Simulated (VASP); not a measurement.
# BiSb3O (Pm-3m) in VASP: single point with PBE

Aim: the single point of BiSb3O with PBE.

Program: VASP 6.6.1. These are calculated values, not measurements. Logs are shortened: lines on timing, memory, paths and dates and some standing lists are left out, and cuts for length are marked.

## Step 1: The cell of the first run

The structure is cubic, space group Pm-3m (No. 221). The conventional cell has a = 4.726 Å, b = 4.726 Å, c = 4.726 Å, α = 90.00°, β = 90.00°, γ = 90.00°. Within 3.1 Å of Sb (site symmetry 4/mmm) lie 2 Bi at 2.36 Å. Within 3.1 Å of Bi (site symmetry m-3m) lie 6 Sb at 2.36 Å. Within 4.4 Å of O (site symmetry m-3m) lie 12 Sb at 3.34 Å and 8 Bi at 4.09 Å.

## Step 2: Single point, PBE

Contents of INCAR:

```
SYSTEM = BiSb3O
ALGO = Normal ; EDIFF = 1E-6
ENCUT = 520 ; GGA = PE
ISIF = 2 ; ISMEAR = 0
LASPH = .True. ; LCHARG = .False.
LREAL = .False. ; LWAVE = .False.
NBANDS = 26 ; NELM = 60
PREC = Accurate ; SIGMA = 0.1
```

Contents of KPOINTS:

```
k-points
0
Gamma
  4 4 4
  0 0 0
```

Contents of POSCAR:

```
BiSb3O
1.0
    4.7261062700      0.0000000000      0.0000000000
    0.0000000000      4.7261062700      0.0000000000
    0.0000000000      0.0000000000      4.7261062700
Sb Bi O
3 1 1
Direct
    0.5000000000      0.5000000000      0.0000000000
    0.0000000000      0.5000000000      0.5000000000
    0.5000000000      0.0000000000      0.5000000000
    0.5000000000      0.5000000000      0.5000000000
    0.0000000000      0.0000000000      0.0000000000
```

Potentials or basis: VASP PAW PBE potentials, release 64 (Sb, Bi_d, O).

On the command line:

```console
$ cat potpaw_PBE.64/Sb/POTCAR potpaw_PBE.64/Bi_d/POTCAR potpaw_PBE.64/O/POTCAR > POTCAR
$ mpirun -np 1 vasp_std > vasp.out
```

OUTCAR:

```text
SYSTEM = BiSb3O
   EDIFF = 1E-6
   ENCUT = 520
   GGA = PE
   ISIF = 2
   ISMEAR = 0
   LASPH = .True.
   LREAL = .False.
   NELM = 60
   PREC = Accurate

 ion  position               nearest neighbor table
   1  0.500  0.500  0.000-   4 2.36   4 2.36   2 3.34   2 3.34   3 3.34   3 3.34   3 3.34   3 3.34
                             2 3.34   2 3.34
   2  0.000  0.500  0.500-   4 2.36   4 2.36   1 3.34   1 3.34   3 3.34   1 3.34   3 3.34   3 3.34
                             1 3.34   3 3.34
   3  0.500  0.000  0.500-   4 2.36   4 2.36   1 3.34   1 3.34   1 3.34   2 3.34   2 3.34   1 3.34
                             2 3.34   2 3.34
   4  0.500  0.500  0.500-   1 2.36   2 2.36   3 2.36   1 2.36   3 2.36   2 2.36
   5  0.000  0.000  0.000-

  LATTYP: Found a simple cubic cell.
 ALAT       =     4.7261062700

  Lattice vectors:

 A1 = (   4.7261062700,   0.0000000000,   0.0000000000)
 A2 = (   0.0000000000,   4.7261062700,   0.0000000000)
 A3 = (   0.0000000000,   0.0000000000,   4.7261062700)

Analysis of symmetry for initial positions (statically):
=====================================================================
 Subroutine PRICEL returns:
 Original cell was already a primitive cell.

 Routine SETGRP: Setting up the symmetry group for a
 simple cubic supercell.

 Subroutine GETGRP returns: Found 48 space group operations
 (whereof 48 operations were pure point group operations)
 out of a pool of 48 trial point group operations.

The static configuration has the point symmetry O_h .

Analysis of symmetry for dynamics (positions and initial velocities):
=====================================================================
 Subroutine PRICEL returns:
 Original cell was already a primitive cell.

 Routine SETGRP: Setting up the symmetry group for a
 simple cubic supercell.

 Subroutine GETGRP returns: Found 48 space group operations
 (whereof 48 operations were pure point group operations)
 out of a pool of 48 trial point group operations.

The dynamic configuration has the point symmetry O_h .

 Subroutine INISYM returns: Found 48 space group operations
 (whereof 48 operations are pure point group operations),
 and found     1 'primitive' translations

----------------------------------------------------------------------------------------

                                     Primitive cell

  volume of cell :     105.5627

  direct lattice vectors                    reciprocal lattice vectors
     4.726106270  0.000000000  0.000000000     0.211590672  0.000000000  0.000000000
     0.000000000  4.726106270  0.000000000     0.000000000  0.211590672  0.000000000
     0.000000000  0.000000000  4.726106270     0.000000000  0.000000000  0.211590672

  length of vectors
     4.726106270  4.726106270  4.726106270     0.211590672  0.211590672  0.211590672

  position of ions in fractional coordinates (direct lattice)
     0.500000000  0.500000000  0.000000000
     0.000000000  0.500000000  0.500000000
     0.500000000  0.000000000  0.500000000
     0.500000000  0.500000000  0.500000000
     0.000000000  0.000000000  0.000000000

  ion indices of the primitive-cell ions
   primitive index   ion index
                 1           1
                 2           2
                 3           3
                 4           4
                 5           5

----------------------------------------------------------------------------------------

 KPOINTS: k-points

Automatic generation of k-mesh.
 Grid dimensions read from file:
 generate k-points for:    4    4    4

 Generating k-lattice:

  Cartesian coordinates                     Fractional coordinates (reciprocal lattice)
     0.052897668  0.000000000  0.000000000     0.250000000  0.000000000  0.000000000
     0.000000000  0.052897668  0.000000000     0.000000000  0.250000000  0.000000000
     0.000000000  0.000000000  0.052897668     0.000000000  0.000000000  0.250000000

  Length of vectors
     0.052897668  0.052897668  0.052897668

  Shift w.r.t. Gamma in fractional coordinates (k-lattice)
     0.000000000  0.000000000  0.000000000

 Subroutine IBZKPT returns following result:
 ===========================================

 Found     10 irreducible k-points:

 Following reciprocal coordinates:
            Coordinates               Weight
  0.000000  0.000000  0.000000      1.000000
  0.250000  0.000000  0.000000      6.000000
  0.500000  0.000000  0.000000      3.000000
  0.250000  0.250000  0.000000     12.000000
  0.500000  0.250000  0.000000     12.000000
  0.500000  0.500000  0.000000      3.000000
  0.250000  0.250000  0.250000      8.000000
  0.500000  0.250000  0.250000     12.000000
  0.500000  0.500000  0.250000      6.000000
  0.500000  0.500000  0.500000      1.000000
   k-points           NKPTS =     10   k-points in BZ     NKDIM =     10   number of bands    NBANDS=     26
   number of dos      NEDOS =    301   number of ions     NIONS =      5
   total plane-waves  NPLWV =  46656
   dimension x,y,z NGX =    36 NGY =   36 NGZ =   36
   dimension x,y,z NGXF=    72 NGYF=   72 NGZF=   72
   ions per type =               3   1   1
   NGX,Y,Z   is equivalent  to a cutoff of  12.66, 12.66, 12.66 a.u.
   NGXF,Y,Z  is equivalent  to a cutoff of  25.33, 25.33, 25.33 a.u.
 SYSTEM =  BiSb3O
   PREC   = accura    normal or accurate (medium, high low for compatibility)
   ISTART =      0    job   : 0-new  1-cont  2-samecut
   ICHARG =      2    charge: 1-file 2-atom 10-const
   ISPIN  =      1    spin polarized calculation?
   LNONCOLLINEAR =      F non collinear calculations
   LSORBIT =      F    spin-orbit coupling
   LASPH  =      T    aspherical Exc in radial PAW
   ENCUT  =  520.0 eV  38.22 Ry    6.18 a.u.   8.79  8.79  8.79*2*pi/ulx,y,z
   NELM   =     60;   NELMIN=  2; NELMDL= -5     # of ELM steps
   EDIFF  = 0.1E-05   stopping-criterion for ELM
   LREAL  =      F    real-space projection
   EDIFFG = 0.1E-04   stopping-criterion for IOM
   NSW    =      0    number of steps for IOM
   IBRION =     -1    ionic relax: 0-MD 1-quasi-New 2-CG
   NFREE  =      0    steps in history (QN), initial steepest desc. (CG)
   ISIF   =      2    stress and relaxation
   ISYM   =      2    0-nonsym 1-usesym 2-fastsym
   POTIM  = 0.5000    time-step for ionic-motion
   TEBEG  =    0.0;   TEEND  =   0.0 temperature during run
   PSTRESS=    0.0 pullay stress
   NELECT =      36.0000    total number of electrons
   NUPDOWN=      -1.0000    fix difference up-down
   EMIN   =  10.00;   EMAX   =-10.00  energy-range for DOS
   EFERMI =   0.00;   METHOD = LEGACY
   ISMEAR =     0;   SIGMA  =   0.10  broadening in eV -4-tet -1-fermi 0-gaus
   EFERMI_NEDOS =   21; number of points for ismear=-14 and -15
   IALGO  =     38    algorithm
   IMIX   =      4    mixing-type and parameters
     AMIX     =   0.40;   BMIX     =  1.00
     AMIX_MAG =   1.60;   BMIX_MAG =  1.00
  volume/ion in A,a.u.               =      21.11       142.47
  Fermi-wavevector in a.u.,A,eV,Ry     =   1.143770  2.161413 17.799287  1.308211
  Thomas-Fermi vector in A             =   2.280465
   LORBIT       =      0    0 simple, 1 ext, 2 COOP (PROOUT), +10 PAW based schemes
   GGA     = PE    functional components
   LHFCALC =     F    Hartree Fock is set to
   AEXX    =    0.0000 exact exchange contribution
   IVDW    =     0    specifies the selected vdW correction
   LEPSILON=     F    determine dielectric tensor
   LRPA    =     F    only Hartree local field effects (RPA)
 non-spin polarized calculation
 Gauss-broadening in eV      SIGMA  =   0.10
  energy-cutoff  :      520.00
  volume of cell :      105.56
 maximum number of plane-waves:      2897
 NGX is ok and might be reduce to    36
   NGX = 17   NGY = 17   NGZ = 17

 number of electron      36.0000000 magnetization

 Free energy of the ion-electron system (eV)
  ---------------------------------------------------
  ext. energy  EPLUGINS =         0.00000000
  ---------------------------------------------------
  free energy    TOTEN  =        -2.38161247 eV

  energy without entropy =       -2.36579005  energy(sigma->0) =       -2.37370126

 E-fermi :   8.9775     XC(G=0): -10.5959

 val. band max:        8.9414278745   @ k =   0.5000   0.5000   0.5000
 cond. band min:       9.0324629704   @ k =   0.5000   0.2500   0.2500
 fundamental gap:      0.0910350959
 Fermi energy:         8.9775238640

 k-point     1 :       0.0000    0.0000    0.0000
  band No.  band energies     occupation
      1     -16.7692      2.00000
      2     -16.7692      2.00000
      3     -16.3429      2.00000
      4     -16.3429      2.00000
      5     -16.3429      2.00000
      6      -8.7061      2.00000
[... 18 lines left out ...]
     25      13.5480      0.00000
     26      15.0773      0.00000

 k-point     2 :       0.2500    0.0000    0.0000
  band No.  band energies     occupation
      1     -16.8024      2.00000
      2     -16.7693      2.00000
      3     -16.3563      2.00000
      4     -16.3563      2.00000
      5     -16.3430      2.00000
      6      -8.5167      2.00000
[... 18 lines left out ...]
     25      15.2675      0.00000
     26      15.6801      0.00000

 k-point     3 :       0.5000    0.0000    0.0000
  band No.  band energies     occupation
      1     -16.8356      2.00000
      2     -16.7693      2.00000
      3     -16.3698      2.00000
      4     -16.3698      2.00000
      5     -16.3431      2.00000
      6      -8.2807      2.00000
[... 166 lines left out ...]
 k-point     9 :       0.5000    0.5000    0.2500
  band No.  band energies     occupation
      1     -16.8681      2.00000
      2     -16.8357      2.00000
      3     -16.3975      2.00000
      4     -16.3839      2.00000
      5     -16.3839      2.00000
      6      -7.6976      2.00000
[... 18 lines left out ...]
     25      14.2254      0.00000
     26      17.0078      0.00000

 k-point    10 :       0.5000    0.5000    0.5000
  band No.  band energies     occupation
      1     -16.8683      2.00000
      2     -16.8683      2.00000
      3     -16.3977      2.00000
      4     -16.3977      2.00000
      5     -16.3977      2.00000
      6      -7.4690      2.00000
[... 18 lines left out ...]
     25      13.2767      0.00000
     26      14.2857      0.00000

------------------------ aborting loop because EDIFF is reached ----------------------------------------

  FORCE on cell =-STRESS in cart. coord.  units (eV):
  Direction    XX          YY          ZZ          XY          YZ          ZX
  --------------------------------------------------------------------------------------
  -------------------------------------------------------------------------------------
  Total       47.7783346     47.7783346     47.7783346      0.0000000      0.0000000     -0.0000000
  in kB      725.1554941    725.1554941    725.1554941      0.0000000      0.0000000     -0.0000000
  external PRESSURE =     725.1554941 kB  Pullay stress =       0.0000000 kB

 VOLUME and BASIS-vectors are now :
 -----------------------------------------------------------------------------
  energy-cutoff  :      520.00
  volume of cell :      105.56
      direct lattice vectors                 reciprocal lattice vectors
     4.726106270  0.000000000  0.000000000     0.211590672  0.000000000  0.000000000
     0.000000000  4.726106270  0.000000000     0.000000000  0.211590672  0.000000000
     0.000000000  0.000000000  4.726106270     0.000000000  0.000000000  0.211590672

 POSITION                                       TOTAL-FORCE (eV/Angst)
 -----------------------------------------------------------------------------------
      2.36305      2.36305      0.00000         0.000000      0.000000      0.000000
      0.00000      2.36305      2.36305         0.000000      0.000000      0.000000
      2.36305      0.00000      2.36305         0.000000      0.000000      0.000000
      2.36305      2.36305      2.36305         0.000000      0.000000      0.000000
      0.00000      0.00000      0.00000         0.000000      0.000000      0.000000
 -----------------------------------------------------------------------------------
    total drift:                                0.000000      0.000000      0.000000

  FREE ENERGIE OF THE ION-ELECTRON SYSTEM (eV)
  ---------------------------------------------------
  free  energy   TOTEN  =        -2.3816124719 eV

  energy  without entropy=       -2.3657900455  energy(sigma->0) =       -2.37370126
```

Run time: 36 s. Hardware: 1 thread of Intel Xeon Platinum 8488C (Sapphire Rapids), shared host; peak memory 0.21 GiB.

What came out:

```
Free energy            : -2.3816 eV
Pressure               : 72.5 GPa
Band gap on the k mesh : zero (band 18 reaches 10.95 eV, above the bottom of band 19 at 8.71 eV)
```

Caveat: spin-orbit coupling is left out, which moves the levels of the heavy elements.
